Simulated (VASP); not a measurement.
Runs of VASP 6.6.1 on In. The structure is that of space group P6/mmm (No. 191), or close to it. The cells are those of the table. 

```csv
task,cell,k mesh,cutoff (eV),gap on the mesh (eV),pressure (GPa)
relaxation of cell and atoms,"relaxed from a = 5.286, b = 5.286, c = 3.241 Å, angles 90.0, 90.0, 120.0°, 3 atoms",7 × 7 × 10,600,none,0.0
single point,"a = 5.396, b = 5.396, c = 3.327 Å, angles 90.0, 90.0, 120.0°, 3 atoms",8 × 8 × 11,520,none,-4.0
single point,"a = 5.196, b = 5.196, c = 3.204 Å, angles 90.0, 90.0, 120.0°, 3 atoms",7 × 7 × 10,520,none,0.0
single point,"a = 5.196, b = 5.196, c = 3.204 Å, angles 90.0, 90.0, 120.0°, 3 atoms",9 × 9 × 13,520,none,0.1
single point,"a = 5.331, b = 5.331, c = 3.287 Å, angles 90.0, 90.0, 120.0°, 3 atoms",8 × 8 × 11,520,none,-3.0
single point,"a = 5.053, b = 5.053, c = 3.116 Å, angles 90.0, 90.0, 120.0°, 3 atoms",8 × 8 × 11,520,none,(a)
single point,"a = 5.264, b = 5.264, c = 3.246 Å, angles 90.0, 90.0, 120.0°, 3 atoms",8 × 8 × 11,520,none,-1.6
single point,"a = 4.979, b = 4.979, c = 3.070 Å, angles 90.0, 90.0, 120.0°, 3 atoms",8 × 8 × 11,520,none,(b)
```

Alike in all rows: level LDA; potentials or basis VASP PAW LDA potentials, release 64 (In_d); no spin polarisation; smearing fermi-dirac 0.1 eV.

Problem. Fill in the values left out.

Solution. (a) 5.0; (b) 8.7.

Caveats: spin-orbit coupling is left out, which moves the levels of the heavy elements.

A k mesh can miss the band edges, and the runs leave out spin-orbit coupling on In.

A gap of «none» marks levels without a gap at the run's occupations.
